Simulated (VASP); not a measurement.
HfN: single point with PBEsol+D3(BJ)

Crystal: HfN.

```
CELL_PARAMETERS angstrom
0.00000 2.46298 2.46298
2.46298 0.00000 2.46298
2.46298 2.46298 0.00000
ATOMIC_POSITIONS crystal
Hf 0.00000 0.00000 0.00000
N 0.75000 0.75000 0.75000
```

| Item | Value |
| --- | --- |
| Program | VASP 6.6.1 |
| Task | single point |
| Functional | PBEsol |
| Dispersion | D3(BJ) |
| Potentials or basis | VASP PAW PBE potentials, release 64 (Hf_pv, N) |
| Cutoff | 520 eV |
| k mesh | 10 × 10 × 10 |
| Occupations | methfessel-paxton, width 0.1 eV |
| Spin | no spin polarisation |
| Dipole correction | no |
| Further INCAR settings | ALGO = Normal; EDIFF = 1e-07; NBANDS = 14 |

* Pressure: -10.9 GPa
* Dispersion energy per atom: -0.298 eV

Levels at points of the mesh, in eV from the Fermi level:
```csv
k point,band 6,band 7,band 8,band 9,band 10,band 11
"(0.00, 0.00, 0.00)",-5.39,-5.39,-0.74,2.19,2.19,6.53
"(0.50, 0.00, 0.00)",-4.81,-4.81,1.54,2.68,2.68,4.15
"(0.50, 0.50, 0.00)",-3.57,-3.57,-1.12,2.12,3.96,4.60
```

Run time: 13 s on 1 thread of Intel(R) Xeon(R) 6975P-C (Granite Rapids), on a shared host, peak memory 0.17 GiB.

Caveat: three body term missing; the PAW data sets were made with another functional, which shifts forces and pressure a little; spin-orbit coupling is left out, which moves the levels of the heavy elements; pairwise dispersion overbinds metals, which lowers pressure and volume.
